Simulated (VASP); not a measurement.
Input of a VASP 6.6.1 run:

File INCAR:

```
SYSTEM = Ga
  ALGO = Normal
  EDIFF = 1E-8
  ENCUT = 520
  ISIF = 2
  ISMEAR = -1
  ISYM = 0
  LASPH = .True.
  LCHARG = .False.
  LEFG = .True.
  LREAL = .False.
  LWAVE = .False.
  NBANDS = 12
  NELM = 80
  PREC = Accurate
  SIGMA = 0.05
```

The input KPOINTS:

```
k-points
0
Gamma
  14 14 16
  0 0 0
```

The input POSCAR:

```
Ga
1.0
   -1.4132982842      1.4132982842      2.2437620196
    1.4132982842     -1.4132982842      2.2437620196
    1.4132982842      1.4132982842     -2.2437620196
Ga
1
Direct
    0.0000000000      0.0000000000      0.0000000000
```

Potentials or basis: VASP PAW LDA potentials, release 64 (Ga_d).

The run is started by

```bash
$ cat potpaw_LDA.64/Ga_d/POTCAR > POTCAR
$ mpirun -np 1 vasp_std > vasp.out
```

Question: What does it give for the pressure?

Answer: -2.7 GPa.

Question: Predict the band gap on the k mesh.

Answer: Zero (an odd number of electrons rules out a gap without spin polarisation).

Stress tensor (GPa, compression positive):
```
-2.65 -0.13  0.11
-0.13 -2.65  0.11
 0.11  0.11 -2.69
```

Caveat: without QUAD_EFG the Cq values of the log hold for a quadrupole moment of 1 mb, not for the nuclei.
